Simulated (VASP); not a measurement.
# PbS (Cmcm) in VASP: further runs

PbS is run at these levels: PBEsol; tasks: single point.

Program: VASP 6.6.1. These are calculated values, not measurements. Logs are shortened: lines on timing, memory, paths and dates and some standing lists are left out, and cuts for length are marked.

## (1) The cell of the first run

Symmetry: Cmcm, No. 63, orthorhombic system. Conventional cell: a = 4.160 Å, b = 11.983 Å, c = 4.279 Å, α = 90.00°, β = 90.00°, γ = 90.00°. Within 3.5 Å of Pb (site symmetry m2m) lie 5 S at 2.69 to 2.99 Å. Within 3.5 Å of S (site symmetry m2m) lie 5 Pb at 2.69 to 2.99 Å.

## (2) Single point, PBEsol

Input file INCAR:

```
SYSTEM = PbS
PREC = Accurate
ENCUT = 500
EDIFF = 1E-6
ISMEAR = 1
SIGMA = 0.02
LREAL = .False.
LASPH = .True.
NELM = 120
ALGO = Normal
ISIF = 2
LWAVE = .False.
LCHARG = .False.
GGA = PS
NBANDS = 28
GGA_COMPAT = .False.
```

Input file KPOINTS:

```
regular mesh
0
Gamma
  5 5 5
  0 0 0
```

Input file POSCAR:

```
PbS
1.0
    2.0799525000     -5.9912970000      0.0000000000
    2.0799525000      5.9912970000      0.0000000000
    0.0000000000      0.0000000000      4.2793210000
Pb S
2 2
Direct
    0.8694370000      0.1305630000      0.7500000000
    0.1305630000      0.8694370000      0.2500000000
    0.6452030000      0.3547970000      0.7500000000
    0.3547970000      0.6452030000      0.2500000000
```

Potentials or basis: VASP PAW PBE potentials, release 64 (Pb_d, S).

The run is started by

```console
$ cat potpaw_PBE.64/Pb_d/POTCAR potpaw_PBE.64/S/POTCAR > POTCAR
$ mpirun -np 1 vasp_std > vasp.out
```

OUTCAR:

```text
SYSTEM = PbS
   PREC = Accurate
   ENCUT = 500
   EDIFF = 1E-6
   ISMEAR = 1
   LREAL = .False.
   LASPH = .True.
   NELM = 120
   ISIF = 2
   GGA = PS

 ion  position               nearest neighbor table
   1  0.869  0.131  0.750-   3 2.69   4 2.99   4 2.99   4 2.99   4 2.99   2 3.79   2 3.79   2 4.13
                             2 4.13   2 4.13   2 4.13
   2  0.131  0.869  0.250-   4 2.69   3 2.99   3 2.99   3 2.99   3 2.99   1 3.79   1 3.79   1 4.13
                             1 4.13   1 4.13   1 4.13
   3  0.645  0.355  0.750-   1 2.69   2 2.99   2 2.99   2 2.99   2 2.99
   4  0.355  0.645  0.250-   2 2.69   1 2.99   1 2.99   1 2.99   1 2.99

  LATTYP: Found a base centered orthorhombic cell.
 ALAT       =     4.1599050000
 B/A-ratio  =     2.8804970306
 C/A-ratio  =     1.0287064248

  Lattice vectors:

 A1 = (   2.0799525000,  -5.9912970000,   0.0000000000)
 A2 = (   2.0799525000,   5.9912970000,   0.0000000000)
 A3 = (   0.0000000000,   0.0000000000,   4.2793210000)

Analysis of symmetry for initial positions (statically):
=====================================================================
 Subroutine PRICEL returns:
 Original cell was already a primitive cell.

 Routine SETGRP: Setting up the symmetry group for a
 base centered orthorhombic supercell.

 Subroutine GETGRP returns: Found  8 space group operations
 (whereof  4 operations were pure point group operations)
 out of a pool of  8 trial point group operations.

The static configuration has the point symmetry C_2h.
 The point group associated with its full space group is D_2h.

Analysis of symmetry for dynamics (positions and initial velocities):
=====================================================================
 Subroutine PRICEL returns:
 Original cell was already a primitive cell.

 Routine SETGRP: Setting up the symmetry group for a
 base centered orthorhombic supercell.

 Subroutine GETGRP returns: Found  8 space group operations
 (whereof  4 operations were pure point group operations)
 out of a pool of  8 trial point group operations.

The dynamic configuration has the point symmetry C_2h.
 The point group associated with its full space group is D_2h.

 Subroutine INISYM returns: Found  8 space group operations
 (whereof  4 operations are pure point group operations),
 and found     1 'primitive' translations

----------------------------------------------------------------------------------------

                                     Primitive cell

  volume of cell :     106.6545

  direct lattice vectors                    reciprocal lattice vectors
     2.079952500 -5.991297000  0.000000000     0.240390105 -0.083454384  0.000000000
     2.079952500  5.991297000  0.000000000     0.240390105  0.083454384  0.000000000
     0.000000000  0.000000000  4.279321000     0.000000000  0.000000000  0.233681932

  length of vectors
     6.342069232  6.342069232  4.279321000     0.254464215  0.254464215  0.233681932

  position of ions in fractional coordinates (direct lattice)
     0.869437000  0.130563000  0.750000000
     0.130563000  0.869437000  0.250000000
     0.645203000  0.354797000  0.750000000
     0.354797000  0.645203000  0.250000000

  ion indices of the primitive-cell ions
   primitive index   ion index
                 1           1
                 2           2
                 3           3
                 4           4

----------------------------------------------------------------------------------------

 KPOINTS: regular mesh

Automatic generation of k-mesh.
 Grid dimensions read from file:
 generate k-points for:    5    5    5

 Generating k-lattice:

  Cartesian coordinates                     Fractional coordinates (reciprocal lattice)
     0.048078021 -0.016690877  0.000000000     0.200000000  0.000000000  0.000000000
     0.048078021  0.016690877  0.000000000     0.000000000  0.200000000  0.000000000
     0.000000000  0.000000000  0.046736386     0.000000000  0.000000000  0.200000000

  Length of vectors
     0.050892843  0.050892843  0.046736386

  Shift w.r.t. Gamma in fractional coordinates (k-lattice)
     0.000000000  0.000000000  0.000000000

 Subroutine IBZKPT returns following result:
 ===========================================

 Found     27 irreducible k-points:

 Following reciprocal coordinates:
            Coordinates               Weight
  0.000000  0.000000  0.000000      1.000000
  0.200000  0.000000  0.000000      4.000000
  0.400000 -0.000000  0.000000      4.000000
  0.200000  0.200000  0.000000      2.000000
  0.400000  0.200000  0.000000      4.000000
 -0.400000  0.200000  0.000000      4.000000
[... 16 lines left out ...]
  0.400000  0.200000  0.400000      8.000000
 -0.400000  0.200000  0.400000      8.000000
 [... further k-points ...]
   k-points           NKPTS =     27   k-points in BZ     NKDIM =     27   number of bands    NBANDS=     28
   number of dos      NEDOS =    301   number of ions     NIONS =      4
   total plane-waves  NPLWV =  73728
   dimension x,y,z NGX =    48 NGY =   48 NGZ =   32
   dimension x,y,z NGXF=    96 NGYF=   96 NGZF=   64
   ions per type =               2   2
   NGX,Y,Z   is equivalent  to a cutoff of  12.58, 12.58, 12.43 a.u.
   NGXF,Y,Z  is equivalent  to a cutoff of  25.16, 25.16, 24.86 a.u.
 SYSTEM =  PbS
   PREC   = accura    normal or accurate (medium, high low for compatibility)
   ISTART =      0    job   : 0-new  1-cont  2-samecut
   ICHARG =      2    charge: 1-file 2-atom 10-const
   ISPIN  =      1    spin polarized calculation?
   LNONCOLLINEAR =      F non collinear calculations
   LSORBIT =      F    spin-orbit coupling
   LASPH  =      T    aspherical Exc in radial PAW
   ENCUT  =  500.0 eV  36.75 Ry    6.06 a.u.  11.56 11.56  7.80*2*pi/ulx,y,z
   NELM   =    120;   NELMIN=  2; NELMDL= -5     # of ELM steps
   EDIFF  = 0.1E-05   stopping-criterion for ELM
   LREAL  =      F    real-space projection
   EDIFFG = 0.1E-04   stopping-criterion for IOM
   NSW    =      0    number of steps for IOM
   IBRION =     -1    ionic relax: 0-MD 1-quasi-New 2-CG
   NFREE  =      0    steps in history (QN), initial steepest desc. (CG)
   ISIF   =      2    stress and relaxation
   ISYM   =      2    0-nonsym 1-usesym 2-fastsym
   POTIM  = 0.5000    time-step for ionic-motion
   TEBEG  =    0.0;   TEEND  =   0.0 temperature during run
   PSTRESS=    0.0 pullay stress
   NELECT =      40.0000    total number of electrons
   NUPDOWN=      -1.0000    fix difference up-down
   EMIN   =  10.00;   EMAX   =-10.00  energy-range for DOS
   EFERMI =   0.00;   METHOD = LEGACY
   ISMEAR =     1;   SIGMA  =   0.02  broadening in eV -4-tet -1-fermi 0-gaus
   EFERMI_NEDOS =   21; number of points for ismear=-14 and -15
   IALGO  =     38    algorithm
   IMIX   =      4    mixing-type and parameters
     AMIX     =   0.40;   BMIX     =  1.00
     AMIX_MAG =   1.60;   BMIX_MAG =  1.00
  volume/ion in A,a.u.               =      26.66       179.93
  Fermi-wavevector in a.u.,A,eV,Ry     =   1.180597  2.231005 18.963936  1.393810
  Thomas-Fermi vector in A             =   2.316887
   LORBIT       =      0    0 simple, 1 ext, 2 COOP (PROOUT), +10 PAW based schemes
   GGA     = PS    functional components
   LHFCALC =     F    Hartree Fock is set to
   AEXX    =    0.0000 exact exchange contribution
   IVDW    =     0    specifies the selected vdW correction
   LEPSILON=     F    determine dielectric tensor
   LRPA    =     F    only Hartree local field effects (RPA)
 non-spin polarized calculation
 Methfessel and Paxton  Order N= 1 SIGMA  =   0.02
  energy-cutoff  :      500.00
  volume of cell :      106.65
 maximum number of plane-waves:      2725
 NGX is ok and might be reduce to    48
   NGX = 23   NGY = 23   NGZ = 15

 number of electron      40.0000007 magnetization

 Free energy of the ion-electron system (eV)
  ---------------------------------------------------
  ext. energy  EPLUGINS =         0.00000000
  ---------------------------------------------------
  free energy    TOTEN  =       -18.74173618 eV

  energy without entropy =      -18.74177329  energy(sigma->0) =      -18.74174855

 E-fermi :   4.8293     XC(G=0):  -9.7803

 val. band max:        4.8124342870   @ k =  -0.4000   0.4000   0.4000
 cond. band min:       5.9444903935   @ k =   0.2000   0.2000   0.0000
 fundamental gap:      1.1320561065
 Fermi energy:         4.8292718340

 k-point     1 :       0.0000    0.0000    0.0000
  band No.  band energies     occupation
      1     -11.5250      2.00000
      2     -11.4235      2.00000
      3     -11.4144      2.00000
      4     -11.4117      2.00000
      5     -11.3770      2.00000
      6     -11.3734      2.00000
[... 20 lines left out ...]
     27      10.8510      0.00000
     28      11.6798      0.00000

 k-point     2 :       0.2000    0.0000    0.0000
  band No.  band energies     occupation
      1     -11.5020      2.00000
      2     -11.4140      2.00000
      3     -11.4095      2.00000
      4     -11.3950      2.00000
      5     -11.3854      2.00000
      6     -11.3808      2.00000
[... 20 lines left out ...]
     27      11.3010      0.00000
     28      12.4074      0.00000

 k-point     3 :       0.4000   -0.0000    0.0000
  band No.  band energies     occupation
      1     -11.4557      2.00000
      2     -11.4175      2.00000
      3     -11.4116      2.00000
      4     -11.4055      2.00000
      5     -11.3836      2.00000
      6     -11.3792      2.00000
[... 20 lines left out ...]
     27      12.6187      0.00000
     28      13.4428      0.00000

 k-point     4 :       0.2000    0.2000    0.0000
  band No.  band energies     occupation
      1     -11.4588      2.00000
      2     -11.4175      2.00000
      3     -11.4145      2.00000
      4     -11.3979      2.00000
      5     -11.3801      2.00000
      6     -11.3770      2.00000
[... 578 lines left out ...]
     27      11.3017      0.00000
     28      12.0765      0.00000

 k-point    23 :       0.4000    0.2000    0.4000
  band No.  band energies     occupation
      1     -11.5070      2.00000
      2     -11.4995      2.00000
      3     -11.4118      2.00000
      4     -11.3952      2.00000
      5     -11.3733      2.00000
      6     -11.3622      2.00000
[... 20 lines left out ...]
     27      11.1572      0.00000
     28      11.5817      0.00000

 k-point    24 :      -0.4000    0.2000    0.4000
  band No.  band energies     occupation
      1     -11.4775      2.00000
      2     -11.4539      2.00000
      3     -11.4120      2.00000
      4     -11.4017      2.00000
      5     -11.3728      2.00000
      6     -11.3657      2.00000
[... 20 lines left out ...]
     27      12.2122      0.00000
     28      12.8178      0.00000

 [... further k-points ...]
[... 5 lines left out ...]
  --------------------------------------------------------------------------------------
  -------------------------------------------------------------------------------------
  Total       -1.3136210     -1.0326437     -1.4368971      0.0000000      0.0000000      0.0000000
  in kB      -19.7333831    -15.5125054    -21.5852515      0.0000000      0.0000000      0.0000000
  external PRESSURE =     -18.9437133 kB  Pullay stress =       0.0000000 kB

 VOLUME and BASIS-vectors are now :
 -----------------------------------------------------------------------------
  energy-cutoff  :      500.00
  volume of cell :      106.65
      direct lattice vectors                 reciprocal lattice vectors
     2.079952500 -5.991297000  0.000000000     0.240390105 -0.083454384  0.000000000
     2.079952500  5.991297000  0.000000000     0.240390105  0.083454384  0.000000000
     0.000000000  0.000000000  4.279321000     0.000000000  0.000000000  0.233681932

 POSITION                                       TOTAL-FORCE (eV/Angst)
 -----------------------------------------------------------------------------------
      2.07995     -4.42681      3.20949         0.000000      0.033577      0.000000
      2.07995      4.42681      1.06983         0.000000     -0.033577      0.000000
      2.07995     -1.73991      3.20949         0.000000      0.018202      0.000000
      2.07995      1.73991      1.06983         0.000000     -0.018202     -0.000000
 -----------------------------------------------------------------------------------
    total drift:                               -0.000000     -0.000000      0.000000

  FREE ENERGIE OF THE ION-ELECTRON SYSTEM (eV)
  ---------------------------------------------------
  free  energy   TOTEN  =       -18.7417361838 eV

  energy  without entropy=      -18.7417732945  energy(sigma->0) =      -18.74174855
```

It took 57 s on 1 thread of Intel Xeon 6975P-C (Granite Rapids), shared host; peak memory 0.28 GiB.

What came out:

- Free energy: -18.7417 eV
- Pressure: -1.9 GPa
- Largest force: 0.034 eV/Å
- Band gap on the k mesh: 1.13 eV (least direct gap 1.20 eV)

Forces in eV/Å, atoms in the order of the input:
```
Pb   0.000  0.034  0.000
Pb   0.000 -0.034  0.000
S    0.000  0.018  0.000
S    0.000 -0.018  0.000
```

Levels at points of the mesh, in eV from the valence-band top:
```csv
k point,band 16,band 17,band 18,band 19,band 20,band 21,band 22,band 23,band 24,band 25
"(0.00, 0.00, 0.00)",-2.97,-2.40,-1.67,-1.48,-0.50,4.59,4.60,4.82,5.52,5.75
```

Caveat: the PAW data sets were made with another functional, which shifts forces and pressure a little; spin-orbit coupling is left out, which moves the levels of the heavy elements; an odd mesh through Γ misses points on the zone boundary, where band edges can lie.

(Part 1 of 2 ends here.)
